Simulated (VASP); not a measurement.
MgI2, 3 atoms in the cell. The structure is trigonal, space group P-3m1 (No. 164). Conventional cell: a = 4.131 Å, b = 4.131 Å, c = 6.814 Å, α = 90.00°, β = 90.00°, γ = 120.00°. Mg (site symmetry -3m) has 6 I at 2.89 Å within 3.8 Å. Within 3.8 Å of I (site symmetry 3m) lie 3 Mg at 2.89 Å.  This cell differs from its parent crystal: strain along c alone, the other axes held: -3.0 %.

* Program: VASP 6.6.1
* Task: relaxation of the atoms
* Functional: PBEsol
* Potentials or basis: VASP PAW PBE potentials, release 64 (Mg, I)
* Cutoff: 520 eV
* k mesh: 6 × 6 × 4
* Occupations: gaussian, width 0.02 eV
* Spin: no spin polarisation
* Dipole correction: no
* Further INCAR settings: ALGO = Normal; EDIFF = 1e-06; IBRION = 2; EDIFFG = -0.008; NSW = 60

Potentials or basis: VASP PAW PBE potentials, release 64 (Mg, I).

Run with:

```console
$ cat potpaw_PBE.64/Mg/POTCAR potpaw_PBE.64/I/POTCAR > POTCAR
$ mpirun -np 1 vasp_std > vasp.out
```

Hardware: 1 thread of AMD EPYC 9R45 96-Core Processor (Zen 5), with other jobs on the host.

Task: Estimate the wall time of this run.

Result: Wall time 26 s on 1 thread of AMD EPYC 9R45 96-Core Processor (Zen 5) (shared host), peak memory 0.21 GiB. Counts: scf iterations 22, k points 24, ion steps 3.
